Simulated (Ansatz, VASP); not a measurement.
# One calculation of TaN, two programs

```
Ta N
1.0
    -0.04358    2.15721    2.15721
     2.15721   -0.04358    2.15721
     2.15721    2.15721   -0.04358
Ta N
1 1
Direct
  0.50000 0.50000 0.50000
  0.00000 0.00000 0.00000
```

Change from the starting cell: equal xy, yz and zx shear strains of -2 %, PAW files.

Alike in both runs: task electric field gradients; functional PBEsol; k mesh 9 × 9 × 9; occupations fermi-dirac, width 0.02 eV; no spin polarisation.

```csv
,VASP,Ansatz
version,VASP 6.6.1,Ansatz 0.2.0
potentials or method,"VASP PAW PBE potentials, release 64 (Ta_sv_GW, N)","PAW with Ansatz's default frozen-core files, scalar-relativistic"
plane-wave cutoff (eV),520,420
valence electrons in the cell,18,18
```

VASP gave:

| Property | Result |
| --- | --- |
| pressure (GPa) | 4.3 |
| traceless stress, the component that is largest in VASP (GPa) | 0.87 |
| size of Vzz on the site where it differs most (V/Å²) | 4.8 |

**Question.** Estimate Ansatz's values.

**Answer.** Pressure (GPa): 4.5; traceless stress, the component that is largest in VASP (GPa): 0.88; size of Vzz on the site where it differs most (V/Å²): 2.1.

VASP's potentials were made for PBE, not for PBEsol.

Spin-orbit coupling is off throughout.
